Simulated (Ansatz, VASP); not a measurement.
## One calculation of Ti, two programs

```xyz
1
Lattice="-1.7723 1.7723 1.5097 1.7723 -1.7723 1.5097 1.7723 1.7723 -1.5097" Properties=species:S:1:pos:R:3 pbc="T T T"
Ti    0.0000    0.0000    0.0000
```

Change from the starting cell: strain +0.080 along x and y, -0.080 along z, atoms carried along.

Alike in both runs: task single point; functional PBEsol; k mesh 20 × 20 × 20; occupations gaussian, width 0.15 eV; no spin polarisation.

```csv
,VASP,Ansatz
version,VASP 6.6.1,Ansatz 0.2.0
potentials or method,"VASP PAW PBE potentials, release 64 (Ti_sv), cutoff 520 eV","scalar-relativistic, plane waves, PAW"
valence electrons in the cell,12,12
```

```tsv
	VASP	Ansatz	Ansatz less VASP
gap on the k mesh at the Fermi level (eV)	none	none	-
pressure (GPa)	-12.2	-12.1	+0.11
traceless stress, the component that is largest in VASP (GPa)	0.53	0.57	+0.042
```

VASP's potentials were made for PBE, not for PBEsol. A gap of «none» marks a metal or a gap that the smearing closes.
